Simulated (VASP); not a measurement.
Set up this calculation in VASP 6.6.1, as the native input.

| Quantity | Value |
| --- | --- |
| Task | single point |
| Functional | PBE |
| Potentials or basis | VASP PAW PBE potentials, release 64 (Sr_sv, O) |
| Cutoff | 520 eV |
| k mesh | 12 × 12 × 12 |
| Occupations | gaussian, width 0.05 eV |
| Spin | no spin polarisation |
| Dipole correction | no |
| Further INCAR settings | ALGO = Normal; EDIFF = 1e-07; NBANDS = 15 |

The structure of SrO lies in POSCAR:

```
SrO
1.0
    0.0000000000      2.5697984671      2.5697984671
    2.5697984671      0.0000000000      2.5697984671
    2.5697984671      2.5697984671      0.0000000000
Sr O
1 1
Direct
    0.5000000000      0.5000000000      0.5000000000
    0.0000000000      0.0000000000      0.0000000000
```

The input as run:

INCAR

```
SYSTEM = SrO
PREC     = Accurate       ! precision mode
ENCUT    = 520            ! plane-wave cutoff, eV
EDIFF    = 1E-7           ! SCF threshold, eV
ISMEAR   = 0              ! smearing method
SIGMA    = 0.05           ! smearing width, eV
LREAL    = .FALSE.        ! projectors in reciprocal space
LASPH    = .TRUE.         ! aspherical terms in the spheres
NELM     = 80             ! most SCF steps
ALGO     = Normal         ! electronic algorithm
ISIF     = 2              ! what is computed and relaxed
LWAVE    = .FALSE.        ! write WAVECAR
LCHARG   = .TRUE.         ! write CHGCAR
GGA      = PE             ! functional
LELF     = .TRUE.         ! ELF
LVHAR    = .TRUE.       
NBANDS   = 15             ! bands
```

KPOINTS

```
Automatic mesh
0
G
  12 12 12
  0 0 0
```

Potentials or basis: VASP PAW PBE potentials, release 64 (Sr_sv, O).

The run is started by

```bash
$ cat potpaw_PBE.64/Sr_sv/POTCAR potpaw_PBE.64/O/POTCAR > POTCAR
$ mpirun -np 1 vasp_std > vasp.out
```

It gave:

```json
{
 "Pressure": "3.5 GPa",
 "Band gap on the k mesh": "3.26 eV, indirect (least direct gap 3.35 eV)"
}
```

Run time: 67 s on 1 thread of AMD EPYC 7R43 64-Core Processor (Zen 3) (shared host), peak memory 0.15 GiB.
